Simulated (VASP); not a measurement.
A run of VASP 6.6.1 is set up as follows.

POSCAR

```
ZnS
1.0
   -0.0607385510      2.6907313116      2.6907313116
    2.6907313116     -0.0607385510      2.6907313116
    2.6907313116      2.6907313116     -0.0607385510
Zn S
1 1
Direct
   -0.0018929377     -0.0018929377     -0.0018929377
    0.2518929377      0.2518929377      0.2518929377
```

INCAR.step1

```
PREC = Accurate
ENCUT = 520
ISMEAR = 0
SIGMA = 0.01
LREAL = F
LASPH = T
NELM = 100
NBANDS = 16
GGA = PE
ALGO = Normal
EDIFF = 1E-4
LWAVE = T
LCHARG = F
```

The input INCAR.step2:

```
PREC = Accurate
ENCUT = 520
EDIFF = 1E-7
ISMEAR = 0
SIGMA = 0.01
LREAL = F
LASPH = T
NELM = 100
ALGO = Normal
ISIF = 2
LWAVE = F
LCHARG = F
METAGGA = R2SCAN
LMIXTAU = T
NBANDS = 16
ISTART = 1
```

File KPOINTS:

```
regular mesh
0
Gamma
  8 8 8
```

Potentials or basis: VASP PAW PBE potentials, release 64 (Zn, S).

Launch:

```sh
$ cat potpaw_PBE.64/Zn/POTCAR potpaw_PBE.64/S/POTCAR > POTCAR
$ cp INCAR.step1 INCAR
$ mpirun -np 1 vasp_std > vasp.out
$ cp INCAR.step2 INCAR
$ mpirun -np 1 vasp_std > vasp.out
```

Q: What does it give for the band gap on the k mesh?

A: 2.45 eV.

Q: Estimate the pressure.

A: -2.1 GPa.

Stress tensor (GPa, compression positive):
```
-2.14  1.07  1.07
 1.07 -2.14  1.07
 1.07  1.07 -2.14
```

Caveat: the cell differs from its parent crystal (epitaxial 111 strain +2.1%); the PAW data sets were made with another functional, which shifts forces and pressure a little.
